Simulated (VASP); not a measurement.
Write the native input for VASP 6.6.1 that does the following.

* Task: single point
* Functional: PBE
* Potentials or basis: VASP PAW PBE potentials, release 64 (V_sv, Cd)
* Cutoff: 520 eV
* k mesh: 6 × 6 × 2
* Occupations: gaussian, width 0.1 eV
* Spin: collinear spin, ferromagnetic start
* Starting moments: [1.0, 1.0, 1.0, 1.0, 0.0, 0.0] μB
* Dipole correction: no
* Further INCAR settings: ALGO = Fast; EDIFF = 1e-07; NBANDS = 51

The structure of V2Cd lies in POSCAR:

```
V2Cd
1.0
    2.9322920356      0.0000000000      0.0000000000
   -1.4661460178      2.5394393941      0.0000000000
    0.0000000000      0.0000000000     13.4514422054
V Cd
4 2
Direct
    0.3333333333      0.6666666667      0.5641651460
    0.6666666667      0.3333333333      0.0641651460
    0.3333333333      0.6666666667      0.9358348540
    0.6666666667      0.3333333333      0.4358348540
    0.3333333333      0.6666666667      0.2500000000
    0.6666666667      0.3333333333      0.7500000000
```

One way to write it, as run:

INCAR

```
SYSTEM = V2Cd
PREC     = Accurate       ! precision mode
ENCUT    = 520            ! plane-wave cutoff, eV
EDIFF    = 1E-7           ! SCF threshold, eV
ISMEAR   = 0              ! smearing method
SIGMA    = 0.1            ! smearing width, eV
LREAL    = .FALSE.        ! projectors in reciprocal space
LASPH    = .TRUE.         ! aspherical terms in the spheres
NELM     = 150            ! most SCF steps
ALGO     = Fast           ! electronic algorithm
ISIF     = 2              ! what is computed and relaxed
LWAVE    = .FALSE.        ! write WAVECAR
LCHARG   = .FALSE.        ! write CHGCAR
ISPIN    = 2              ! spin polarisation
MAGMOM   = 1 1 1 1 0 0    ! initial moments
LORBIT   = 11             ! projections on sites
LMAXMIX  = 4              ! l up to which the mixer works
GGA      = PE             ! functional
NBANDS   = 51             ! bands
```

KPOINTS

```
Automatic mesh
0
G
  6 6 2
  0 0 0
```

Potentials or basis: VASP PAW PBE potentials, release 64 (V_sv, Cd).

The run is started by

```console
$ cat potpaw_PBE.64/V_sv/POTCAR potpaw_PBE.64/Cd/POTCAR > POTCAR
$ mpirun -np 1 vasp_std > vasp.out
```

It gave:

* Pressure: 0.5 GPa
* Largest force: 0.045 eV/Å
* Net moment: 1.17 μB per cell
* Site moments: V +0.28; Cd -0.00 μB
* Valence electrons inside the program's atomic spheres: V 11.59; Cd 10.41

Caveat: the k points lie up to 0.41 Å⁻¹ apart; a moment this small can come from the mesh or the smearing.

Wall time 8.9 min on 1 thread of Intel(R) Xeon(R) Platinum 8259CL CPU @ 2.50GHz (Skylake/Cascade Lake) (shared host), peak memory 0.33 GiB.
